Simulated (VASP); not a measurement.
CsPbBr3, 5 atoms in the cell. The structure is tetragonal, space group P4/mmm (No. 123). Conventional cell: a = 5.870 Å, b = 5.870 Å, c = 6.134 Å, α = 90.00°, β = 90.00°, γ = 90.00°. Cs (site symmetry 4/mmm) has 12 Br at 4.15 to 4.25 Å and 8 Pb at 5.16 Å within 5.4 Å. Within 3.9 Å of Pb (site symmetry 4/mmm) lie 6 Br at 2.94 to 3.07 Å. Br (site symmetry mmm) has 2 Pb at 2.94 Å within 3.9 Å. Br (site symmetry 4/mmm) has 2 Pb at 3.07 Å and 4 Cs at 4.15 Å and 8 Br at 4.25 Å within 4.3 Å.  This cell differs from its parent crystal: strain +0.0450 x Voigt [0, 1, 0, 0, 0, 0].

| Property | Result |
| --- | --- |
| Program | VASP 6.6.1 |
| Task | single point |
| Functional | PBEsol |
| Potentials or basis | VASP PAW PBE potentials, release 64 (Cs_sv, Pb_d, Br) |
| Cutoff | 520 eV |
| k mesh | 6 × 6 × 6 |
| Occupations | gaussian, width 0.05 eV |
| Spin | no spin polarisation |
| Dipole correction | no |
| Further INCAR settings | ALGO = Normal; EDIFF = 1e-06; NBANDS = 30 |

Potentials or basis: VASP PAW PBE potentials, release 64 (Cs_sv, Pb_d, Br).

Command:

```bash
$ cat potpaw_PBE.64/Cs_sv/POTCAR potpaw_PBE.64/Pb_d/POTCAR potpaw_PBE.64/Br/POTCAR > POTCAR
$ mpirun -np 1 vasp_std > vasp.out
```

Hardware: 1 thread of Intel(R) Xeon(R) 6975P-C (Granite Rapids), with other jobs on the host.

**Question.** How long does it take, and how much memory?

**Answer.** It took 110 s on 1 thread of Intel(R) Xeon(R) 6975P-C (Granite Rapids), on a shared host, peak memory 0.47 GiB. Counts: scf iterations 13, k points 40.
